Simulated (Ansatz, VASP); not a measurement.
# One calculation of Nb, two programs

INCAR

```
SYSTEM = Nb
ALGO = Normal
EDIFF = 1E-7
ENCUT = 520
GGA = PS
ISIF = 2
ISMEAR = -1
ISPIN = 2
LASPH = .True.
LCHARG = .False.
LMAXMIX = 4
LORBIT = 11
LREAL = .False.
LWAVE = .False.
MAGMOM = 1
NBANDS = 16
NELM = 150
PREC = Accurate
SIGMA = 0.05
```

KPOINTS

```
k-points
0
Gamma
  22 22 22
  0 0 0
```

POSCAR

```
Nb
1.0
   -1.6559265425      1.6559265425      1.6559265425
    1.6559265425     -1.6559265425      1.6559265425
    1.6559265425      1.6559265425     -1.6559265425
Nb
1
Direct
    0.0000000000      0.0000000000      0.0000000000
```

Input for Ansatz:

```yaml
crystal:
  lattice:
    - [-1.6559265425, 1.6559265425, 1.6559265425]
    - [1.6559265425, -1.6559265425, 1.6559265425]
    - [1.6559265425, 1.6559265425, -1.6559265425]
  atoms:
    - { symbol: Nb, position: [0.0, 0.0, 0.0], spin: 1.0 }
hamiltonian:
  xc: pbesol
  pseudopotentials:
    kind: paw
    azcp:
      Nb: "pseudopotentials/Nb.paw.azcp"
basis:
  ecutwfc: 420
  fft_grid_basis: typed
kpoints:
  mp_grid: { grid: [22, 22, 22], shift: [0, 0, 0] }
magnetization:
  spin_polarized: true
scf:
  occupations: { method: fermi_dirac, width: 0.05 }
output:
  stress: true
```

Alike in both runs: task single point; functional PBEsol; k mesh 22 × 22 × 22; occupations fermi-dirac, width 0.05 eV; collinear spin.

```csv
,VASP,Ansatz
version,VASP 6.6.1,Ansatz 0.2.0
potentials or method,"VASP PAW PBE potentials, release 64 (Nb_sv), cutoff 520 eV","plane waves (420 eV) with PAW, scalar-relativistic"
valence electrons in the cell,13,13
```

|  | VASP | Ansatz | Ansatz less VASP |
| --- | --- | --- | --- |
| pressure (GPa) | -6.4 | -6.1 | +0.28 |
| net moment per atom (μB) | 0.00 | 0.00 | 0.000 |

VASP's potentials were made for PBE, not for PBEsol, and Ansatz warns of the same on its side. Ansatz's warnings: seeded moment not kept.
